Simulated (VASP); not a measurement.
A run of VASP 6.6.1:

Contents of INCAR:

```
ALGO = Normal
EDIFF = 1E-6
ENCUT = 520
GGA = PS
ISIF = 2
ISMEAR = 0
LASPH = True
LCHARG = False
LREAL = False
LWAVE = False
NBANDS = 21
NELM = 60
PREC = Accurate
SIGMA = 0.1
```

Contents of KPOINTS:

```
k-points
0
Gamma
  12 12 12
```

POSCAR

```
Sn
1.0
    0.0000000000      3.3851283440      3.3851283440
    3.3851283440      0.0000000000      3.3851283440
    3.3851283440      3.3851283440      0.0000000000
Sn
2
Direct
    0.5000000000      0.5000000000      0.5000000000
    0.7500000000      0.7500000000      0.7500000000
```

Potentials or basis: VASP PAW PBE potentials, release 64 (Sn_d).

Launch:

```console
$ cat potpaw_PBE.64/Sn_d/POTCAR > POTCAR
$ mpirun -np 1 vasp_std > vasp.out
```

Hardware: 1 thread of Intel(R) Xeon(R) Platinum 8488C (Sapphire Rapids), with other jobs on the host.

Problem. How long does it take, and how much memory?

Solution. It took 50 s on 1 thread of Intel(R) Xeon(R) Platinum 8488C (Sapphire Rapids) (shared host), peak memory 0.25 GiB. Counts: scf iterations 12, k points 72.
